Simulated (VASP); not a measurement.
A run of VASP 6.6.1 is set up as follows.

File INCAR:

```
SYSTEM = Cd
ALGO = Fast
EDIFF = 1E-6
ENCUT = 520
GGA = PE
ISIF = 2
ISMEAR = 0
LASPH = .TRUE.
LCHARG = .TRUE.
LELF = .TRUE.
LREAL = .FALSE.
LVHAR = .TRUE.
LWAVE = .FALSE.
NBANDS = 12
NELM = 100
PREC = Accurate
SIGMA = 0.1
```

KPOINTS

```
k-points
0
G
  14 14 14
  0 0 0
```

Contents of POSCAR:

```
Cd
1.0
   -0.0734651197      2.2232071314      2.4228406089
    2.1449951712      0.0047468405      2.3446286487
    2.1497420117      2.1497420117      0.0000000000
Cd
1
Direct
    0.0000000000      0.0000000000      0.0000000000
```

Potentials or basis: VASP PAW PBE potentials, release 64 (Cd).

Run with:

```bash
$ cat potpaw_PBE.64/Cd/POTCAR > POTCAR
$ mpirun -np 1 vasp_std > vasp.out
```

Question: What does it give for the pressure?

Answer: 0.8 GPa.

Question: Predict the band gap on the k mesh.

Answer: Zero (bands 6 and 7 overlap by 3.39 eV).

Stress tensor (GPa, compression positive):
```
 2.02  0.32 -0.03
 0.32  2.02  0.03
-0.03  0.03 -1.68
```

Caveat: the cell differs from its parent crystal (strained).
